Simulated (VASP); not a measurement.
Zr2H3:

```xyz
5
Lattice="3.3742 0.0000 0.0000 -1.6871 2.9221 0.0000 0.0000 0.0000 6.2508" Properties=species:S:1:pos:R:3 pbc="T T T"
Zr    0.0000    1.9481    4.7870
Zr    1.6871    0.9740    1.4637
H     1.6871    0.0000    3.1254
H    -0.8435    1.4611    3.1254
H     0.8435    1.4611    3.1254
```

The cell was built from a structure type or drawn by symmetry, and may not be a known phase.

* Program: VASP 6.6.1
* Task: relaxation of cell and atoms
* Functional: PBE
* Potentials or basis: VASP PAW PBE potentials, release 64 (Zr_sv, H)
* Cutoff: 600 eV
* k mesh: 6 × 6 × 4
* Occupations: gaussian, width 0.1 eV
* Spin: no spin polarisation

At the start: pressure -1.8 GPa; volume 12.33 Å³/atom.

**Question.** Where does the relaxation end?

**Answer.** Over 7 steps the energy falls by 123.4 meV/atom and the volume is 12.72 Å³/atom (+3.2 %); space group P-3m1 (No. 164, to 0.1 Å) before and after.

Step by step:
| step | energy change (eV) | largest force (eV/Å) | pressure (GPa) | volume (Å³) |
| --- | --- | --- | --- | --- |
| 1 | 0.0000 | 0.3587 | -1.78 | 61.63 |
| 2 | -0.4199 | 1.0920 | 4.34 | 60.23 |
| 3 | -0.4280 | 1.3624 | 5.48 | 60.00 |
| 4 | -0.6132 | 0.2576 | 0.78 | 63.08 |
| 5 | -0.6165 | 0.0577 | 0.20 | 63.58 |
| 6 | -0.6165 | 0.0868 | 0.28 | 63.51 |
| 7 | -0.6169 | 0.0066 | -0.12 | 63.58 |

Final structure:
```
CELL_PARAMETERS angstrom
3.61527 0.00000 0.00000
-1.80764 3.13092 0.00000
0.00000 0.00000 5.61687
ATOMIC_POSITIONS crystal
Zr 0.33333 0.66667 0.77480
Zr 0.66667 0.33333 0.22520
H 0.50000 0.00000 0.50000
H 0.00000 0.50000 0.50000
H 0.50000 0.50000 0.50000
```
